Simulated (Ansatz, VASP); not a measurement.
One calculation of AgCl, two programs

INCAR

```
PREC = Accurate
ENCUT = 520
EDIFF = 1E-6
ISMEAR = -1
SIGMA = 0.01
LREAL = False
LASPH = True
NELM = 80
ALGO = Normal
ISIF = 2
LWAVE = False
LCHARG = False
GGA = PS
NBANDS = 16
```

Contents of KPOINTS:

```
Automatic mesh
0
Gamma
  9 9 9
```

File POSCAR:

```
AgCl
1.0
    3.4453816320      0.0000000000      0.0000000000
    0.0000000000      3.4453816320      0.0000000000
    0.0000000000      0.0000000000      3.4453816320
Ag Cl
1 1
Direct
    0.0000000000      0.0000000000      0.0000000000
    0.5000000000      0.5000000000      0.5000000000
```

Input for Ansatz:

```yaml
crystal:
  lattice:
    - [3.445381632, 0.0, 0.0]
    - [0.0, 3.445381632, 0.0]
    - [0.0, 0.0, 3.445381632]
  atoms:
    - { symbol: Ag, position: [0.0, 0.0, 0.0] }
    - { symbol: Cl, position: [0.5, 0.5, 0.5] }
kpoints:
  mp_grid: { grid: [9, 9, 9] }
  band_path:
    path:
      - [0.0, 0.0, 0.0]
      - [0.0, 0.5, 0.0]
      - [0.5, 0.5, 0.0]
      - [0.0, 0.0, 0.0]
      - [0.5, 0.5, 0.5]
      - [0.0, 0.5, 0.0]
      - [0.5, 0.5, 0.5]
      - [0.5, 0.5, 0.0]
    npoints: 5
scf:
  occupations: { method: fermi_dirac, width: 0.01 }
hamiltonian:
  xc: pbesol
  pseudopotentials: { kind: all_electron, lapw: { basis_error: 0.001 } }
output:
  forces: true
  stress: true
  eigenvalues: true
```

Change from the starting cell: volume scaled by 1.01.

Alike in both runs: task single point; functional PBEsol; k mesh 9 × 9 × 9; occupations fermi-dirac, width 0.01 eV; no spin polarisation.

```csv
,VASP,Ansatz
version,VASP 6.6.1,Ansatz 0.2.0
potentials or method,"VASP PAW PBE potentials, release 64 (Ag, Cl), cutoff 520 eV","all-electron LAPW, scalar-relativistic"
```

Ansatz gave:

- gap on the k mesh at the Fermi level (eV): 0.44
- pressure (GPa): -5.0

Question: Estimate VASP's values.

Answer: gap on the k mesh at the Fermi level (eV): 0.44; pressure (GPa): -5.1.

VASP's potentials were made for PBE, not for PBEsol. Ansatz ran all-electron here, and VASP with PAW potentials.
